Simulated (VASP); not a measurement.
# ZnS (I-4m2) in VASP: notebook, part 2 of 2

VASP 6.6.1. The steps go on from the part before.

## 5. Single point, r2SCAN (uniaxial y strain -1.6%)

File POSCAR:

```
ZnS
1.0
    0.0000000000      2.6507206157      2.6940955541
    2.6940955541      0.0000000000      2.6940955541
    2.6940955541      2.6507206157      0.0000000000
Zn S
1 1
Direct
    0.2500000000      0.2500000000      0.2500000000
    0.0000000000      0.0000000000      0.0000000000
```

File INCAR.step1:

```
ALGO     = Normal         # electronic algorithm
EDIFF    = 1E-4           # SCF threshold, eV
ENCUT    = 520            # plane-wave cutoff, eV
GGA      = PE             # functional
ISMEAR   = 0              # smearing method
LASPH    = T              # aspherical terms in the spheres
LCHARG   = F              # write CHGCAR
LREAL    = F              # projectors in reciprocal space
LWAVE    = T              # write WAVECAR
NBANDS   = 16             # bands
NELM     = 100            # most SCF steps
PREC     = Accurate       # precision mode
SIGMA    = 0.01           # smearing width, eV
```

File INCAR.step2:

```
ALGO     = Normal         # electronic algorithm
EDIFF    = 1E-6           # SCF threshold, eV
ENCUT    = 520            # plane-wave cutoff, eV
ISIF     = 2              # what is computed and relaxed
ISMEAR   = 0              # smearing method
ISTART   = 1            
LASPH    = T              # aspherical terms in the spheres
LCHARG   = T              # write CHGCAR
LELF     = T              # ELF
LMIXTAU  = T            
LREAL    = F              # projectors in reciprocal space
LVHAR    = T            
LWAVE    = F              # write WAVECAR
METAGGA  = R2SCAN         # meta-GGA
NBANDS   = 16             # bands
NELM     = 100            # most SCF steps
PREC     = Accurate       # precision mode
SIGMA    = 0.01           # smearing width, eV
```

File KPOINTS:

```
k-points
0
Gamma
  8 8 8
```

Potentials or basis: VASP PAW PBE potentials, release 64 (Zn, S).

On the command line:

```
$ cat potpaw_PBE.64/Zn/POTCAR potpaw_PBE.64/S/POTCAR > POTCAR
$ cp INCAR.step1 INCAR
$ mpirun -np 1 vasp_std > vasp.out
$ cp INCAR.step2 INCAR
$ mpirun -np 1 vasp_std > vasp.out
```

OUTCAR:

```text
EDIFF = 1E-6
   ENCUT = 520
   ISIF = 2
   ISMEAR = 0
   ISTART = 1
   LASPH = T
   LREAL = F
   METAGGA = R2SCAN
   NELM = 100
   PREC = Accurate

 ion  position               nearest neighbor table
   1  0.250  0.250  0.250-   2 2.32   2 2.32   2 2.32   2 2.32
   2  0.000  0.000  0.000-   1 2.32   1 2.32   1 2.32   1 2.32

  LATTYP: Found a body centered tetragonal cell.
 ALAT       =     3.8100264709
 C/A-ratio  =     1.3914447240

  Lattice vectors:

 A1 = (   0.0000000000,  -2.6507206157,   2.6940955541)
[... 626 lines left out ...]
      4      -4.3302      2.00000
      5      -3.9526      2.00000
      6      -3.9173      2.00000
[... 8 lines left out ...]
     15      15.4689      0.00000
     16      15.8959      0.00000

 [... further k-points ...]
[... 5 lines left out ...]
  --------------------------------------------------------------------------------------
  -------------------------------------------------------------------------------------
  Total        0.2789068      0.4348388      0.2789068      0.0000000     -0.0000000      0.0000000
  in kB       11.6131405     18.1058488     11.6131405      0.0000000     -0.0000000      0.0000000
  external PRESSURE =      13.7773766 kB  Pullay stress =       0.0000000 kB

 VOLUME and BASIS-vectors are now :
 -----------------------------------------------------------------------------
  energy-cutoff  :      520.00
  volume of cell :       38.48
      direct lattice vectors                 reciprocal lattice vectors
     0.000000000  2.650720616  2.694095554    -0.185591042  0.188627952  0.185591042
     2.694095554  0.000000000  2.694095554     0.185591042 -0.188627952  0.185591042
     2.694095554  2.650720616  0.000000000     0.185591042  0.188627952 -0.185591042

 POSITION                                       TOTAL-FORCE (eV/Angst)
 -----------------------------------------------------------------------------------
      1.34705      1.32536      1.34705         0.000000      0.000000      0.000000
      0.00000      0.00000      0.00000        -0.000000     -0.000000     -0.000000
 -----------------------------------------------------------------------------------
    total drift:                               -0.000009     -0.000012     -0.000009

  FREE ENERGIE OF THE ION-ELECTRON SYSTEM (eV)
  ---------------------------------------------------
  free  energy   TOTEN  =       -18.8627471764 eV

  energy  without entropy=      -18.8627471764  energy(sigma->0) =      -18.86274718
```

OSZICAR.step1:

```text
N       E                     dE             d eps       ncg     rms          rms(c)
DAV:   1     0.829599238607E+02    0.82960E+02   -0.85730E+03  1888   0.133E+03
DAV:   2    -0.205250196454E+01   -0.85012E+02   -0.79277E+02  2184   0.257E+02
DAV:   3    -0.720695921527E+01   -0.51545E+01   -0.51315E+01  2352   0.601E+01
DAV:   4    -0.725775283835E+01   -0.50794E-01   -0.50780E-01  2288   0.631E+00
DAV:   5    -0.725827447477E+01   -0.52164E-03   -0.52163E-03  2416   0.604E-01    0.719E+00
DAV:   6    -0.685096694840E+01    0.40731E+00   -0.73756E-01  2776   0.304E+01    0.560E+00
DAV:   7    -0.682973774313E+01    0.21229E-01   -0.25958E-01  2344   0.466E+00    0.283E+00
DAV:   8    -0.682898515325E+01    0.75259E-03   -0.53235E-03  2416   0.960E-01    0.750E-01
DAV:   9    -0.682919363894E+01   -0.20849E-03   -0.13274E-03  2392   0.287E-01    0.935E-02
DAV:  10    -0.682935419222E+01   -0.16055E-03   -0.20980E-04  2224   0.108E-01    0.337E-02
DAV:  11    -0.682935023004E+01    0.39622E-05   -0.26523E-05  1328   0.430E-02
   1 F= -.68293502E+01 E0= -.68293502E+01  d E =-.124697E-17
```

Wall time 1.9 min (1 thread of Intel Xeon Platinum 8259CL at 2.50GHz (Skylake/Cascade Lake), shared host); peak memory 0.18 GiB.

Results:

```
Free energy            : -18.8627 eV
Pressure               : 1.4 GPa
Band gap on the k mesh : 2.75 eV, direct
```

Stress tensor (GPa, compression positive):
```
1.16 0.00 0.00
0.00 1.81 0.00
0.00 0.00 1.16
```

Caveat: the cell differs from its parent crystal (uniaxial y strain -1.6%); the PAW data sets were made with another functional, which shifts forces and pressure a little.

## 6. The runs side by side

```csv
level,cell,smearing,gap on the mesh (eV),pressure (GPa)
PBE,"a = 3.779, b = 3.810 Å, angles 59.7, 60.5, 59.7°, 2 atoms",fermi-dirac 0.02 eV,2.19,3.8
PBE,"a = 3.789, b = 3.789, c = 3.767 Å, angles 60.2, 60.2, 59.6°, 2 atoms",fermi-dirac 0.02 eV,2.24,4.4
r2SCAN,"a = 3.789, b = 3.789, c = 3.767 Å, angles 60.2, 60.2, 59.6°, 2 atoms",gaussian 0.01 eV,2.81,1.9
r2SCAN,"a = 3.779, b = 3.810 Å, angles 59.7, 60.5, 59.7°, 2 atoms",gaussian 0.01 eV,2.75,1.4
```

Alike in all rows: task single point; potentials or basis VASP PAW PBE potentials, release 64 (Zn, S); no spin polarisation; k mesh 8 × 8 × 8; cutoff (eV) 520.

Caveats: the PAW data sets were made with another functional, which shifts forces and pressure a little (some runs).

Total energies depend on the potentials used, so only differences within one code and one set of settings carry meaning.
